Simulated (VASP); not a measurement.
# TaN (Amm2) in VASP: further runs

The runs below take TaN through single point, with LDA.

Program: VASP 6.6.1. These are calculated values, not measurements. Logs are shortened: lines on timing, memory, paths and dates and some standing lists are left out, and cuts for length are marked.

## 1. The cell of the first run

The structure is orthorhombic, space group Amm2 (No. 38). The conventional cell has a = 2.883 Å, b = 2.938 Å, c = 5.089 Å, α = 90.00°, β = 90.00°, γ = 90.00°. Ta (site symmetry mm2) has 6 N at 2.13 to 2.45 Å within 2.8 Å. Within 2.8 Å of N (site symmetry mm2) lie 6 Ta at 2.13 to 2.45 Å.

## 2. Single point, LDA

Input file INCAR:

```
SYSTEM = TaN
  PREC = Accurate
  ENCUT = 520
  EDIFF = 1E-6
  ISMEAR = -1
  SIGMA = 0.02
  LREAL = .False.
  LASPH = .True.
  NELM = 100
  ALGO = Normal
  ISIF = 2
  LWAVE = .False.
  LCHARG = .False.
  GGA = CA
  NBANDS = 15
```

Input file KPOINTS:

```
Automatic mesh
0
Gamma
  9 9 8
  0 0 0
```

Input file POSCAR:

```
TaN
1.0
    2.9380000000      0.0000000000      0.0000000000
   -1.4690000000      2.5443826363      0.0000000000
    0.0000000000      0.0000000000      2.8830000000
Ta N
1 1
Direct
    0.3611112648      0.6388889693      0.5000000000
   -0.0277779493      0.0277776617      0.0000000000
```

Potentials or basis: VASP PAW LDA potentials, release 64 (Ta_pv, N).

Run with:

```
$ cat potpaw_LDA.64/Ta_pv/POTCAR potpaw_LDA.64/N/POTCAR > POTCAR
$ mpirun -np 1 vasp_std > vasp.out
```

OUTCAR:

```text
SYSTEM = TaN
   PREC = Accurate
   ENCUT = 520
   EDIFF = 1E-6
   ISMEAR = -1
   LREAL = .False.
   LASPH = .True.
   NELM = 100
   ISIF = 2
   GGA = CA

 ion  position               nearest neighbor table
   1  0.361  0.639  0.500-   2 2.13   2 2.13   2 2.13   2 2.13   2 2.45   2 2.45
   2  0.972  0.028  0.000-   1 2.13   1 2.13   1 2.13   1 2.13   1 2.45   1 2.45

  LATTYP: Found a hexagonal cell.
 ALAT       =     2.9380000000
 C/A-ratio  =     0.9812797822

  Lattice vectors:

 A1 = (   2.9380000000,   0.0000000000,   0.0000000000)
 A2 = (  -1.4690000000,   2.5443826363,   0.0000000000)
 A3 = (   0.0000000000,   0.0000000000,   2.8830000000)

Analysis of symmetry for initial positions (statically):
=====================================================================
 Subroutine PRICEL returns:
 Original cell was already a primitive cell.

 Routine SETGRP: Setting up the symmetry group for a
 hexagonal supercell.

 Subroutine GETGRP returns: Found  4 space group operations
 (whereof  4 operations were pure point group operations)
 out of a pool of 24 trial point group operations.

The static configuration has the point symmetry C_2v.

Analysis of symmetry for dynamics (positions and initial velocities):
=====================================================================
 Subroutine PRICEL returns:
 Original cell was already a primitive cell.

 Routine SETGRP: Setting up the symmetry group for a
 hexagonal supercell.

 Subroutine GETGRP returns: Found  4 space group operations
 (whereof  4 operations were pure point group operations)
 out of a pool of 24 trial point group operations.

The dynamic configuration has the point symmetry C_2v.

 Subroutine INISYM returns: Found  4 space group operations
 (whereof  4 operations are pure point group operations),
 and found     1 'primitive' translations

----------------------------------------------------------------------------------------

                                     Primitive cell

  volume of cell :      21.5516

  direct lattice vectors                    reciprocal lattice vectors
     2.938000000  0.000000000  0.000000000     0.340367597  0.196511324  0.000000000
    -1.469000000  2.544382636  0.000000000     0.000000000  0.393022648  0.000000000
     0.000000000  0.000000000  2.883000000     0.000000000  0.000000000  0.346860909

  length of vectors
     2.938000000  2.938000000  2.883000000     0.393022648  0.393022648  0.346860909

  position of ions in fractional coordinates (direct lattice)
     0.361111265  0.638888969  0.500000000
     0.972222051  0.027777662  0.000000000

  ion indices of the primitive-cell ions
   primitive index   ion index
                 1           1
                 2           2

----------------------------------------------------------------------------------------

 KPOINTS: Automatic mesh

Automatic generation of k-mesh.
 Grid dimensions read from file:
 generate k-points for:    9    9    8

 Generating k-lattice:

  Cartesian coordinates                     Fractional coordinates (reciprocal lattice)
     0.037818622  0.021834592  0.000000000     0.111111111  0.000000000  0.000000000
     0.000000000  0.043669183  0.000000000     0.000000000  0.111111111  0.000000000
     0.000000000  0.000000000  0.043357614     0.000000000  0.000000000  0.125000000

  Length of vectors
     0.043669183  0.043669183  0.043357614

  Shift w.r.t. Gamma in fractional coordinates (k-lattice)
     0.000000000  0.000000000  0.000000000

 Subroutine IBZKPT returns following result:
 ===========================================

 Found    125 irreducible k-points:

 Following reciprocal coordinates:
            Coordinates               Weight
  0.000000  0.000000  0.000000      1.000000
  0.111111 -0.000000  0.000000      4.000000
 -0.111111  0.111111  0.000000      2.000000
  0.222222 -0.000000  0.000000      4.000000
 -0.222222  0.222222  0.000000      2.000000
  0.333333 -0.000000  0.000000      4.000000
[... 16 lines left out ...]
 -0.222222 -0.444444  0.000000      4.000000
  0.444444  0.333333  0.000000      4.000000
 [... further k-points ...]
   k-points           NKPTS =    125   k-points in BZ     NKDIM =    125   number of bands    NBANDS=     15
   number of dos      NEDOS =    301   number of ions     NIONS =      2
   total plane-waves  NPLWV =  13824
   dimension x,y,z NGX =    24 NGY =   24 NGZ =   24
   dimension x,y,z NGXF=    48 NGYF=   48 NGZF=   48
   ions per type =               1   1
   NGX,Y,Z   is equivalent  to a cutoff of  13.58, 13.58, 13.84 a.u.
   NGXF,Y,Z  is equivalent  to a cutoff of  27.16, 27.16, 27.68 a.u.
 SYSTEM =  TaN
   PREC   = accura    normal or accurate (medium, high low for compatibility)
   ISTART =      0    job   : 0-new  1-cont  2-samecut
   ICHARG =      2    charge: 1-file 2-atom 10-const
   ISPIN  =      1    spin polarized calculation?
   LNONCOLLINEAR =      F non collinear calculations
   LSORBIT =      F    spin-orbit coupling
   LASPH  =      T    aspherical Exc in radial PAW
   ENCUT  =  520.0 eV  38.22 Ry    6.18 a.u.   5.46  5.46  5.36*2*pi/ulx,y,z
   NELM   =    100;   NELMIN=  2; NELMDL= -5     # of ELM steps
   EDIFF  = 0.1E-05   stopping-criterion for ELM
   LREAL  =      F    real-space projection
   EDIFFG = 0.1E-04   stopping-criterion for IOM
   NSW    =      0    number of steps for IOM
   IBRION =     -1    ionic relax: 0-MD 1-quasi-New 2-CG
   NFREE  =      0    steps in history (QN), initial steepest desc. (CG)
   ISIF   =      2    stress and relaxation
   ISYM   =      2    0-nonsym 1-usesym 2-fastsym
   POTIM  = 0.5000    time-step for ionic-motion
   TEBEG  =    0.0;   TEEND  =   0.0 temperature during run
   PSTRESS=    0.0 pullay stress
   NELECT =      16.0000    total number of electrons
   NUPDOWN=      -1.0000    fix difference up-down
   EMIN   =  10.00;   EMAX   =-10.00  energy-range for DOS
   EFERMI =   0.00;   METHOD = LEGACY
   ISMEAR =    -1;   SIGMA  =   0.02  broadening in eV -4-tet -1-fermi 0-gaus
   EFERMI_NEDOS =   21; number of points for ismear=-14 and -15
   IALGO  =     38    algorithm
   IMIX   =      4    mixing-type and parameters
     AMIX     =   0.40;   BMIX     =  1.00
     AMIX_MAG =   1.60;   BMIX_MAG =  1.00
  volume/ion in A,a.u.               =      10.78        72.72
  Fermi-wavevector in a.u.,A,eV,Ry     =   1.482365  2.801264 29.897531  2.197407
  Thomas-Fermi vector in A             =   2.596160
   LORBIT       =      0    0 simple, 1 ext, 2 COOP (PROOUT), +10 PAW based schemes
   GGA     = CA    functional components
   LHFCALC =     F    Hartree Fock is set to
   AEXX    =    0.0000 exact exchange contribution
   IVDW    =     0    specifies the selected vdW correction
   LEPSILON=     F    determine dielectric tensor
   LRPA    =     F    only Hartree local field effects (RPA)
 non-spin polarized calculation
  energy-cutoff  :      520.00
  volume of cell :       21.55
 maximum number of plane-waves:       599
 NGX is ok and might be reduce to    24
   NGX = 11   NGY = 11   NGZ = 11

 number of electron      15.9999999 magnetization

 Free energy of the ion-electron system (eV)
  ---------------------------------------------------
  ext. energy  EPLUGINS =         0.00000000
  ---------------------------------------------------
  free energy    TOTEN  =       -24.26241011 eV

  energy without entropy =      -24.26204345  energy(sigma->0) =      -24.26222678

 E-fermi :   8.4430     XC(G=0): -13.5656

 val. band max:        8.4013811202   @ k =   0.4444   0.4444   0.3750
 cond. band min:       8.4742883376   @ k =  -0.1111   0.1111   0.3750
 fundamental gap:      0.0729072174
 Fermi energy:         8.4429616796

 k-point     1 :       0.0000    0.0000    0.0000
  band No.  band energies     occupation
      1     -26.5204      2.00000
      2     -26.2491      2.00000
      3     -26.2321      2.00000
      4      -9.4555      2.00000
      5       3.1838      2.00000
      6       4.0505      2.00000
      7       4.2633      2.00000
      8       5.1659      2.00000
      9       9.3962      0.00000
     10      10.2302      0.00000
     11      11.6954      0.00000
     12      12.3720      0.00000
     13      13.6985      0.00000
     14      20.5366      0.00000
     15      21.4158      0.00000

 k-point     2 :       0.1111   -0.0000    0.0000
  band No.  band energies     occupation
      1     -26.5022      2.00000
      2     -26.3830      2.00000
      3     -26.2641      2.00000
      4      -9.1729      2.00000
      5       2.8584      2.00000
      6       3.7712      2.00000
      7       4.6009      2.00000
      8       4.6841      2.00000
      9       9.6756      0.00000
     10      10.3546      0.00000
     11      11.8548      0.00000
     12      12.6633      0.00000
     13      13.8706      0.00000
     14      20.5411      0.00000
     15      21.5243      0.00000

 k-point     3 :      -0.1111    0.1111    0.0000
  band No.  band energies     occupation
      1     -26.5048      2.00000
      2     -26.3586      2.00000
      3     -26.2769      2.00000
      4      -9.2438      2.00000
      5       2.8377      2.00000
      6       4.1848      2.00000
      7       4.2420      2.00000
      8       4.9844      2.00000
      9      10.0459      0.00000
     10      10.4151      0.00000
     11      11.5808      0.00000
     12      12.2974      0.00000
     13      13.5076      0.00000
     14      20.4498      0.00000
     15      20.6533      0.00000
[... 343 lines left out ...]
 k-point    23 :      -0.2222   -0.4444    0.0000
  band No.  band energies     occupation
      1     -27.1463      2.00000
      2     -26.7366      2.00000
      3     -26.3599      2.00000
      4      -6.7758      2.00000
      5       0.1522      2.00000
      6       2.6643      2.00000
      7       2.7132      2.00000
      8       7.8705      2.00000
      9       9.5789      0.00000
     10       9.7223      0.00000
     11      12.3453      0.00000
     12      15.7207      0.00000
     13      18.0586      0.00000
     14      20.3798      0.00000
     15      20.6184      0.00000

 k-point    24 :       0.4444    0.3333    0.0000
  band No.  band energies     occupation
      1     -27.0929      2.00000
      2     -26.7627      2.00000
      3     -26.3677      2.00000
      4      -7.1085      2.00000
      5       0.6559      2.00000
      6       2.7603      2.00000
      7       3.2479      2.00000
      8       7.1853      2.00000
      9       9.1567      0.00000
     10      10.3376      0.00000
     11      12.1959      0.00000
     12      14.6827      0.00000
     13      18.4725      0.00000
     14      20.0096      0.00000
     15      20.5815      0.00000

 [... further k-points ...]
[... 5 lines left out ...]
  --------------------------------------------------------------------------------------
  -------------------------------------------------------------------------------------
  Total       -0.5442445     -0.2637956      0.3541567      0.2428759      0.0000000      0.0000000
  in kB      -40.4599932    -19.6109808     26.3285681     18.0557744      0.0000000      0.0000000
  external PRESSURE =     -11.2474686 kB  Pullay stress =       0.0000000 kB

 VOLUME and BASIS-vectors are now :
 -----------------------------------------------------------------------------
  energy-cutoff  :      520.00
  volume of cell :       21.55
      direct lattice vectors                 reciprocal lattice vectors
     2.938000000  0.000000000  0.000000000     0.340367597  0.196511324  0.000000000
    -1.469000000  2.544382636  0.000000000     0.000000000  0.393022648  0.000000000
     0.000000000  0.000000000  2.883000000     0.000000000  0.000000000  0.346860909

 POSITION                                       TOTAL-FORCE (eV/Angst)
 -----------------------------------------------------------------------------------
      0.12242      1.62558      1.44150        -2.413920      1.393677      0.000000
      2.81558      0.07068      0.00000         2.413920     -1.393677      0.000000
 -----------------------------------------------------------------------------------
    total drift:                                0.000048      0.000187     -0.000000

  FREE ENERGIE OF THE ION-ELECTRON SYSTEM (eV)
  ---------------------------------------------------
  free  energy   TOTEN  =       -24.2624101086 eV

  energy  without entropy=      -24.2620434500  energy(sigma->0) =      -24.26222678
```

It took 28 s on 1 thread of Intel Xeon Platinum 8259CL at 2.50GHz (Skylake/Cascade Lake), shared host; peak memory 0.16 GiB.

What came out:

- Free energy: -24.2624 eV
- Pressure: -1.1 GPa
- Largest force: 2.787 eV/Å
- Band gap on the k mesh: zero (band 8 reaches 8.89 eV, above the bottom of band 9 at 8.07 eV)

Forces on the atoms (eV/Å):
```
Ta  -2.414  1.394  0.000
N    2.414 -1.394  0.000
```

Caveat: spin-orbit coupling is left out, which moves the levels of the heavy elements; forces of over 1 eV/Å act on the atoms, so gaps and moduli don't describe the material at rest.

## 3. Single point, LDA

Input file INCAR:

```
PREC = Accurate ; ENCUT = 520
EDIFF = 1E-7 ; ISMEAR = -1
SIGMA = 0.02 ; LREAL = False
LASPH = True ; NELM = 60
ALGO = Normal ; ISIF = 2
LWAVE = False ; LCHARG = False
GGA = CA ; NBANDS = 15
```

Input file KPOINTS:

```
regular mesh
0
Gamma
  9 9 8
```

Input file POSCAR:

```
TaN
1.0
    2.9380000000      0.0000000000      0.0000000000
   -1.4690000000      2.5443826363      0.0000000000
    0.0000000000      0.0000000000      2.8830000000
Ta N
1 1
Direct
    0.3888888737      0.6111113076      0.5000000000
   -0.0555553617      0.0555557163      0.0000000000
```

Potentials or basis: VASP PAW LDA potentials, release 64 (Ta_pv, N).

Run with:

```
$ cat potpaw_LDA.64/Ta_pv/POTCAR potpaw_LDA.64/N/POTCAR > POTCAR
$ mpirun -np 1 vasp_std > vasp.out
```

Run time: 32 s. Hardware: 1 thread of Intel Xeon Platinum 8259CL at 2.50GHz (Skylake/Cascade Lake), shared host; peak memory 0.16 GiB.

Results (log left out):

| Property | Result |
| --- | --- |
| Free energy | -23.3724 eV |
| Pressure | 17.0 GPa |
| Largest force | 2.917 eV/Å |
| Band gap on the k mesh | zero (band 8 reaches 10.25 eV, above the bottom of band 9 at 7.67 eV) |

Forces in eV/Å, atoms in the order of the input:
```
Ta  -2.526  1.458  0.000
N    2.526 -1.458  0.000
```

Stress tensor (GPa, compression positive):
```
10.86 -0.09  0.00
-0.09 10.76  0.00
 0.00  0.00 29.38
```

Levels at points of the mesh, in eV from the Fermi level:
| k point | band 6 | band 7 | band 8 | band 9 | band 10 | band 11 |
| --- | --- | --- | --- | --- | --- | --- |
| (0.00, 0.00, 0.00) | -3.65 | -3.43 | -3.17 | -0.72 | 0.21 | 2.99 |
| (0.00, 0.00, 0.50) | -6.42 | -2.28 | -1.84 | -0.11 | 1.43 | 3.79 |

Caveat: spin-orbit coupling is left out, which moves the levels of the heavy elements; forces of over 1 eV/Å act on the atoms, so gaps and moduli don't describe the material at rest.

(Part 1 of 2 ends here.)
